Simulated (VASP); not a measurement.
Crystal: In2Te2O.

```
In Te O
1.0
     4.70492    0.00000    0.00000
    -2.35246    4.07458    0.00000
     0.00000    0.00000    8.02042
In Te O
2 2 1
Direct
  0.66667 0.33333 0.38048
  0.33333 0.66667 0.61952
  0.66667 0.33333 0.74609
  0.33333 0.66667 0.25391
  0.00000 0.00000 0.00000
```

```yaml
Program: VASP 6.6.1
Task: relaxation of cell and atoms
Functional: PBE
Potentials_or_basis: VASP PAW PBE potentials, release 64 (In_d, Te, O)
Cutoff: 600 eV
k_mesh: 6 × 6 × 2
Occupations: gaussian, width 0.1 eV
Spin: no spin polarisation
```

At the start: pressure 0.6 GPa; volume 30.75 Å³/atom.

Task: Where does the relaxation end?

Result: Over 14 steps the energy falls by 227.4 meV/atom and the volume is 25.94 Å³/atom (-15.6 %); space group P-3m1 (No. 164, to 0.05 Å).

The path:
```tsv
step	energy change (eV)	largest force (eV/Å)	pressure (GPa)	volume (Å³)
1	0.0000	1.3955	0.55	153.76
2	-0.2067	0.9094	-1.21	156.13
3	-0.3466	0.3963	-3.16	159.63
4	-0.5139	0.4684	-2.88	154.39
5	-0.9320	0.6454	-1.25	139.27
6	-0.6108	0.5579	9.94	111.62
7	-1.0275	0.7614	0.77	131.17
8	-1.0484	0.6771	2.75	124.78
9	-1.0789	0.1532	2.51	123.27
10	-1.0881	0.2033	2.51	123.76
11	-1.1343	0.0555	0.17	129.30
12	-1.1347	0.0423	-0.02	129.83
13	-1.1355	0.0402	-0.03	129.81
14	-1.1372	0.0364	-0.02	129.72
```

Final structure:
```
In Te O
1.0
     4.62102    0.00000    0.00000
    -2.31051    4.00192    0.00000
     0.00000    0.00000    7.01431
In Te O
2 2 1
Direct
  0.66667 0.33333 0.34246
  0.33333 0.66667 0.65754
  0.66667 0.33333 0.81303
  0.33333 0.66667 0.18697
  0.00000 0.00000 0.00000
```

Caveat: the k points lie up to 0.45 Å⁻¹ apart in the final cell; the volume moved by over 15 % at a fixed basis, so the end points are rough.
